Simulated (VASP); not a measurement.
# ZnS (F-43m) in VASP: a series of runs, part 2 of 3

VASP 6.6.1. Earlier steps stand in the parts before.

## Step 3: Relaxation of cell and atoms, PBEsol

This run uses another cell than the first one, of 19.78 Å³/atom, 1.030 times its volume.

Input file INCAR:

```
PREC = Accurate
ENCUT = 600
EDIFF = 1E-7
ISMEAR = 0
SIGMA = 0.02
LREAL = F
LASPH = T
NELM = 60
ALGO = Normal
ISIF = 3
LWAVE = F
LCHARG = F
GGA = PS
IBRION = 2
NSW = 100
EDIFFG = -0.005
```

Input file KPOINTS:

```
regular mesh
0
Gamma
  10 10 10
```

Input file POSCAR:

```
ZnS
1.0
    0.0000000000      2.7046500000      2.7046500000
    2.7046500000      0.0000000000      2.7046500000
    2.7046500000      2.7046500000      0.0000000000
Zn S
1 1
Direct
    0.0000000000      0.0000000000      0.0000000000
    0.7500000000      0.7500000000      0.7500000000
```

Potentials or basis: VASP PAW PBE potentials, release 64 (Zn, S).

Run with:

```
cat potpaw_PBE.64/Zn/POTCAR potpaw_PBE.64/S/POTCAR > POTCAR
mpirun -np 1 vasp_std > vasp.out
```

OUTCAR:

```text
PREC = Accurate
   ENCUT = 600
   EDIFF = 1E-7
   ISMEAR = 0
   LREAL = F
   LASPH = T
   NELM = 60
   ISIF = 3
   GGA = PS
   IBRION = 2
   NSW = 100
   EDIFFG = -0.005

 ion  position               nearest neighbor table
   1  0.000  0.000  0.000-   2 2.34   2 2.34   2 2.34   2 2.34
   2  0.750  0.750  0.750-   1 2.34   1 2.34   1 2.34   1 2.34

  LATTYP: Found a face centered cubic cell.
 ALAT       =     5.4093000000

  Lattice vectors:

 A1 = (   0.0000000000,   2.7046500000,   2.7046500000)
 A2 = (   2.7046500000,   0.0000000000,   2.7046500000)
 A3 = (   2.7046500000,   2.7046500000,   0.0000000000)

Analysis of symmetry for initial positions (statically):
=====================================================================
 Subroutine PRICEL returns:
 Original cell was already a primitive cell.

 Routine SETGRP: Setting up the symmetry group for a
 face centered cubic supercell.

 Subroutine GETGRP returns: Found 24 space group operations
 (whereof 24 operations were pure point group operations)
 out of a pool of 48 trial point group operations.

The static configuration has the point symmetry T_d .

Analysis of symmetry for dynamics (positions and initial velocities):
=====================================================================
 Subroutine PRICEL returns:
 Original cell was already a primitive cell.

 Routine SETGRP: Setting up the symmetry group for a
 face centered cubic supercell.

 Subroutine GETGRP returns: Found 24 space group operations
 (whereof 24 operations were pure point group operations)
 out of a pool of 48 trial point group operations.

The dynamic configuration has the point symmetry T_d .

 Subroutine INISYM returns: Found 24 space group operations
 (whereof 24 operations are pure point group operations),
 and found     1 'primitive' translations

----------------------------------------------------------------------------------------

                                     Primitive cell

  volume of cell :      39.5697

  direct lattice vectors                    reciprocal lattice vectors
     0.000000000  2.704650000  2.704650000    -0.184866803  0.184866803  0.184866803
     2.704650000  0.000000000  2.704650000     0.184866803 -0.184866803  0.184866803
     2.704650000  2.704650000  0.000000000     0.184866803  0.184866803 -0.184866803

  length of vectors
     3.824952711  3.824952711  3.824952711     0.320198696  0.320198696  0.320198696

  position of ions in fractional coordinates (direct lattice)
     0.000000000  0.000000000  0.000000000
     0.750000000  0.750000000  0.750000000

  ion indices of the primitive-cell ions
   primitive index   ion index
                 1           1
                 2           2

----------------------------------------------------------------------------------------

 KPOINTS: regular mesh

Automatic generation of k-mesh.
 Grid dimensions read from file:
 generate k-points for:   10   10   10

 Generating k-lattice:

  Cartesian coordinates                     Fractional coordinates (reciprocal lattice)
    -0.018486680  0.018486680  0.018486680     0.100000000  0.000000000  0.000000000
     0.018486680 -0.018486680  0.018486680     0.000000000  0.100000000  0.000000000
[... 42 lines left out ...]
   total plane-waves  NPLWV =  32768
   dimension x,y,z NGX =    32 NGY =   32 NGZ =   32
   dimension x,y,z NGXF=    64 NGYF=   64 NGZF=   64
   ions per type =               1   1
   NGX,Y,Z   is equivalent  to a cutoff of  13.91, 13.91, 13.91 a.u.
   NGXF,Y,Z  is equivalent  to a cutoff of  27.82, 27.82, 27.82 a.u.
 SYSTEM =  unknown system
   PREC   = accura    normal or accurate (medium, high low for compatibility)
   ISTART =      0    job   : 0-new  1-cont  2-samecut
   ICHARG =      2    charge: 1-file 2-atom 10-const
   ISPIN  =      1    spin polarized calculation?
   LNONCOLLINEAR =      F non collinear calculations
   LSORBIT =      F    spin-orbit coupling
   LASPH  =      T    aspherical Exc in radial PAW
   ENCUT  =  600.0 eV  44.10 Ry    6.64 a.u.   7.64  7.64  7.64*2*pi/ulx,y,z
   NELM   =     60;   NELMIN=  2; NELMDL= -5     # of ELM steps
   EDIFF  = 0.1E-06   stopping-criterion for ELM
   LREAL  =      F    real-space projection
   EDIFFG = -.5E-02   stopping-criterion for IOM
   NSW    =    100    number of steps for IOM
   IBRION =      2    ionic relax: 0-MD 1-quasi-New 2-CG
   NFREE  =      1    steps in history (QN), initial steepest desc. (CG)
   ISIF   =      3    stress and relaxation
   ISYM   =      2    0-nonsym 1-usesym 2-fastsym
   POTIM  = 0.5000    time-step for ionic-motion
   TEBEG  =    0.0;   TEEND  =   0.0 temperature during run
   PSTRESS=    0.0 pullay stress
   NELECT =      18.0000    total number of electrons
   NUPDOWN=      -1.0000    fix difference up-down
   EMIN   =  10.00;   EMAX   =-10.00  energy-range for DOS
   EFERMI =   0.00;   METHOD = LEGACY
   ISMEAR =     0;   SIGMA  =   0.02  broadening in eV -4-tet -1-fermi 0-gaus
   EFERMI_NEDOS =   21; number of points for ismear=-14 and -15
   IALGO  =     38    algorithm
   IMIX   =      4    mixing-type and parameters
     AMIX     =   0.40;   BMIX     =  1.00
     AMIX_MAG =   1.60;   BMIX_MAG =  1.00
  volume/ion in A,a.u.               =      19.78       133.51
  Fermi-wavevector in a.u.,A,eV,Ry     =   1.259055  2.379268 21.568210  1.585219
  Thomas-Fermi vector in A             =   2.392634
   LORBIT       =      0    0 simple, 1 ext, 2 COOP (PROOUT), +10 PAW based schemes
   GGA     = PS    functional components
   LHFCALC =     F    Hartree Fock is set to
   AEXX    =    0.0000 exact exchange contribution
   IVDW    =     0    specifies the selected vdW correction
   LEPSILON=     F    determine dielectric tensor
   LRPA    =     F    only Hartree local field effects (RPA)
 conjugate gradient relaxation of ions
 non-spin polarized calculation
 Gauss-broadening in eV      SIGMA  =   0.02
  energy-cutoff  :      600.00
  volume of cell :       39.57
 maximum number of plane-waves:      1363
   NGX = 15   NGY = 15   NGZ = 15

--------------------------------------- Ionic step        1  -------------------------------------------

 number of electron      18.0000000 magnetization

 Free energy of the ion-electron system (eV)
  ---------------------------------------------------
  ext. energy  EPLUGINS =         0.00000000
  ---------------------------------------------------
  free energy    TOTEN  =        -7.58258839 eV

  energy without entropy =       -7.58258839  energy(sigma->0) =       -7.58258839

------------------------ aborting loop because EDIFF is reached ----------------------------------------

  FORCE on cell =-STRESS in cart. coord.  units (eV):
  Direction    XX          YY          ZZ          XY          YZ          ZX
  --------------------------------------------------------------------------------------
  -------------------------------------------------------------------------------------
  Total       -0.4924181     -0.4924181     -0.4924181      0.0000000     -0.0000000      0.0000000
  in kB      -19.9379912    -19.9379912    -19.9379912      0.0000000     -0.0000000      0.0000000
  external PRESSURE =     -19.9379912 kB  Pullay stress =       0.0000000 kB
[... 23 lines left out ...]
--------------------------------------- Ionic step        2  -------------------------------------------

 number of electron      17.9999988 magnetization

 E-fermi :   2.4360     XC(G=0): -10.0050

 val. band max:        2.3258292684   @ k =   0.0000   0.0000   0.0000
 cond. band min:       4.4472269802   @ k =   0.0000   0.0000   0.0000
 fundamental gap:      2.1213977118
 Fermi energy:         2.4360303102

 k-point     1 :       0.0000    0.0000    0.0000
  band No.  band energies     occupation
      1     -11.0655      2.00000
      2      -4.1853      2.00000
      3      -4.1853      2.00000
      4      -4.1853      2.00000
      5      -3.6465      2.00000
      6      -3.6465      2.00000
      7       2.3258      2.00000
      8       2.3258      2.00000
      9       2.3258      2.00000
     10       4.4472      0.00000
     11       8.6091      0.00000
     12       8.6091      0.00000
     13       8.6091      0.00000
[... 403 lines left out ...]
--------------------------------------- Ionic step        3  -------------------------------------------

 number of electron      17.9999989 magnetization

 Free energy of the ion-electron system (eV)
  ---------------------------------------------------
  ext. energy  EPLUGINS =         0.00000000
  ---------------------------------------------------
  free energy    TOTEN  =        -7.58931759 eV

  energy without entropy =       -7.58931759  energy(sigma->0) =       -7.58931759

 E-fermi :   2.3488     XC(G=0):  -9.9631

 val. band max:        2.2403537588   @ k =   0.0000   0.0000   0.0000
 cond. band min:       4.3230018672   @ k =   0.0000   0.0000   0.0000
 fundamental gap:      2.0826481083
 Fermi energy:         2.3487846066

 k-point     1 :       0.0000    0.0000    0.0000
  band No.  band energies     occupation
      1     -11.0862      2.00000
      2      -4.2320      2.00000
      3      -4.2320      2.00000
      4      -4.2320      2.00000
      5      -3.7039      2.00000
      6      -3.7039      2.00000
      7       2.2404      2.00000
      8       2.2404      2.00000
      9       2.2404      2.00000
     10       4.3230      0.00000
     11       8.5309      0.00000
     12       8.5309      0.00000
     13       8.5309      0.00000
[... 397 lines left out ...]
  FREE ENERGIE OF THE ION-ELECTRON SYSTEM (eV)
  ---------------------------------------------------
  free  energy   TOTEN  =        -7.5893175923 eV

  energy  without entropy=       -7.5893175923  energy(sigma->0) =       -7.58931759

 reached required accuracy - stopping structural energy minimisation
```

CONTCAR:

```text
ZnS
   1.00000000000000
    -0.0000000000000000    2.6804159609669047    2.6804159609669047
     2.6804159609669047    0.0000000000000000    2.6804159609669047
     2.6804159609669047    2.6804159609669047   -0.0000000000000000
  Zn              S
     1     1
Direct
     0.0000000000000000    0.0000000000000000    0.0000000000000000
     0.7500000000000000    0.7500000000000000    0.7500000000000000

  0.00000000E+00  0.00000000E+00  0.00000000E+00
  0.00000000E+00  0.00000000E+00  0.00000000E+00
```

Wall time 46 s (1 thread of Intel Xeon Platinum 8259CL at 2.50GHz (Skylake/Cascade Lake), shared host); peak memory 0.2 GiB.

What came out:

| Property | Result |
| --- | --- |
| Free energy | -7.5893 eV |
| Relaxed volume | 19.26 Å³/atom |
| Relaxed cell | a = 3.791 Å, b = 3.791 Å, c = 3.791 Å, α = 60.00°, β = 60.00°, γ = 60.00° |
| Space group after relaxing (to 0.05 Å) | F-43m (No. 216) |
| Energy gained by relaxing | 3.4 meV/atom |
| Ionic steps | 3 |
| Pressure after relaxing | 0.0 GPa |
| Band gap on the k mesh | 2.08 eV, direct |

The path:
| step | energy change (eV) | largest force (eV/Å) | pressure (GPa) | volume (Å³) |
| --- | --- | --- | --- | --- |
| 1 | 0.0000 | 0.0000 | -1.99 | 39.57 |
| 2 | -0.0060 | 0.0000 | 0.71 | 38.18 |
| 3 | -0.0067 | 0.0000 | 0.01 | 38.52 |

Final structure:
```cif
data_structure
_symmetry_space_group_name_H-M 'P 1'
_symmetry_Int_Tables_number 1
_cell_length_a 3.7907
_cell_length_b 3.7907
_cell_length_c 3.7907
_cell_angle_alpha 60.000
_cell_angle_beta 60.000
_cell_angle_gamma 60.000
_cell_volume 38.52
loop_
_atom_site_label
_atom_site_type_symbol
_atom_site_fract_x
_atom_site_fract_y
_atom_site_fract_z
_atom_site_occupancy
Zn1 Zn 0.00000 0.00000 0.00000 1
S1 S 0.75000 0.75000 0.75000 1
```

Caveat: the PAW data sets were made with another functional, which shifts forces and pressure a little. Expect the measured gap to be larger: semilocal functionals such as PBEsol lack the derivative discontinuity.

## Step 4: Single point, PBEsol

Input file INCAR:

```
SYSTEM = ZnS
  ALGO = Normal
  EDIFF = 1E-6
  ENCUT = 520
  GGA = PS
  ISIF = 2
  ISMEAR = 0
  LASPH = .TRUE.
  LCHARG = .FALSE.
  LREAL = .FALSE.
  LWAVE = .FALSE.
  NBANDS = 16
  NELM = 100
  PREC = Accurate
  SIGMA = 0.02
```

Input file KPOINTS:

```
k-points
0
G
  10 10 10
  0 0 0
```

Input file POSCAR:

```
ZnS
1.0
    0.0000000000      2.6782590747      2.6782590747
    2.6782590747      0.0000000000      2.6782590747
    2.6782590747      2.6782590747      0.0000000000
Zn S
1 1
Direct
    0.0000000000      0.0000000000      0.0000000000
    0.7500000000      0.7500000000      0.7500000000
```

Run with:

```
cat potpaw_PBE.64/Zn/POTCAR potpaw_PBE.64/S/POTCAR > POTCAR
mpirun -np 1 vasp_std > vasp.out
```

Run time: 10 s. Hardware: 1 thread of Intel Xeon 6975P-C (Granite Rapids), shared host; peak memory 0.16 GiB.

It converged, with:

```
Free energy            : -7.5889 eV
Pressure               : 0.2 GPa
Band gap on the k mesh : 2.09 eV, direct
```

Levels at points of the mesh, in eV from the valence-band top:
| k point | band 6 | band 7 | band 8 | band 9 | band 10 | band 11 | band 12 | band 13 |
| --- | --- | --- | --- | --- | --- | --- | --- | --- |
| (0.00, 0.00, 0.00) | -5.95 | 0.00 | 0.00 | 0.00 | 2.09 | 6.29 | 6.29 | 6.29 |
| (0.50, 0.00, 0.00) | -5.75 | -5.54 | -0.92 | -0.92 | 3.24 | 6.82 | 6.82 | 8.79 |
| (0.50, 0.50, 0.00) | -5.73 | -4.71 | -2.35 | -2.35 | 3.18 | 3.96 | 11.02 | 12.06 |

Caveat: the PAW data sets were made with another functional, which shifts forces and pressure a little.

(Continued in part 3 of 3.)
